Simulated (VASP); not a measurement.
Set up this calculation in VASP 6.6.1, as the native input.

```yaml
Task: single point
Functional: PBEsol
Potentials_or_basis: VASP PAW PBE potentials, release 64 (Al, Ni)
Cutoff: 520 eV
k_mesh: 16 × 16 × 16
Occupations: fermi-dirac, width 0.05 eV
Spin: no spin polarisation
Dipole_correction: no
Further_INCAR_settings: ALGO = Normal; EDIFF = 1e-06; NBANDS = 14
```

The structure of AlNi lies in POSCAR:

```
AlNi
1.0
    2.8619580836      0.0000000000      0.0000000000
    0.0000000000      2.8619580836      0.0000000000
    0.0000000000      0.0000000000      2.8619580836
Al Ni
1 1
Direct
    0.0000000000      0.0000000000      0.0000000000
    0.5000000000      0.5000000000      0.5000000000
```

One way to write it, as run:

INCAR

```
SYSTEM = AlNi
ALGO = Normal
EDIFF = 1E-6
ENCUT = 520
GGA = PS
ISIF = 2
ISMEAR = -1
LASPH = .TRUE.
LCHARG = .FALSE.
LREAL = .FALSE.
LWAVE = .FALSE.
NBANDS = 14
NELM = 60
PREC = Accurate
SIGMA = 0.05
```

KPOINTS

```
k-points
0
G
  16 16 16
  0 0 0
```

Potentials or basis: VASP PAW PBE potentials, release 64 (Al, Ni).

The run is started by

```sh
$ cat potpaw_PBE.64/Al/POTCAR potpaw_PBE.64/Ni/POTCAR > POTCAR
$ mpirun -np 1 vasp_std > vasp.out
```

Results of the run:

```yaml
Pressure: 0.2 GPa
```

Caveat: the PAW data sets were made with another functional, which shifts forces and pressure a little.

Run time: 100 s on 1 thread of AMD EPYC 7R13, on a shared host, peak memory 0.15 GiB.
